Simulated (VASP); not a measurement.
Here is a VASP 6.6.1 calculation.

File POSCAR:

```
Au
1.0
   -1.5932233750      1.5932233750      1.5932233750
    1.5932233750     -1.5932233750      1.5932233750
    1.5932233750      1.5932233750     -1.5932233750
Au
1
Direct
    0.0000000000      0.0000000000      0.0000000000
```

The input INCAR.step1:

```
ALGO = Normal
EDIFF = 1E-5
ENCUT = 550
GGA = PE
GGA_COMPAT = F
ISMEAR = -1
LASPH = T
LCHARG = F
LREAL = F
LWAVE = T
NBANDS = 12
NELM = 120
PREC = Accurate
SIGMA = 0.1
```

INCAR.step2

```
ALGO = Normal
EDIFF = 1E-6
ENCUT = 550
GGA_COMPAT = F
ISIF = 2
ISMEAR = -1
ISTART = 1
LASPH = T
LCHARG = F
LMIXTAU = T
LREAL = F
LWAVE = F
METAGGA = R2SCAN
NBANDS = 12
NELM = 120
PREC = Accurate
SIGMA = 0.1
```

Contents of KPOINTS:

```
k-points
0
Gamma
  15 15 15
```

Potentials or basis: VASP PAW PBE potentials, release 64 (Au).

Run with:

```bash
$ cat potpaw_PBE.64/Au/POTCAR > POTCAR
$ cp INCAR.step1 INCAR
$ mpirun -np 1 vasp_std > vasp.out
$ cp INCAR.step2 INCAR
$ mpirun -np 1 vasp_std > vasp.out
```

Task: Predict the pressure.

Result: 17.1 GPa.

Caveat: the PAW data sets were made with another functional, which shifts forces and pressure a little.
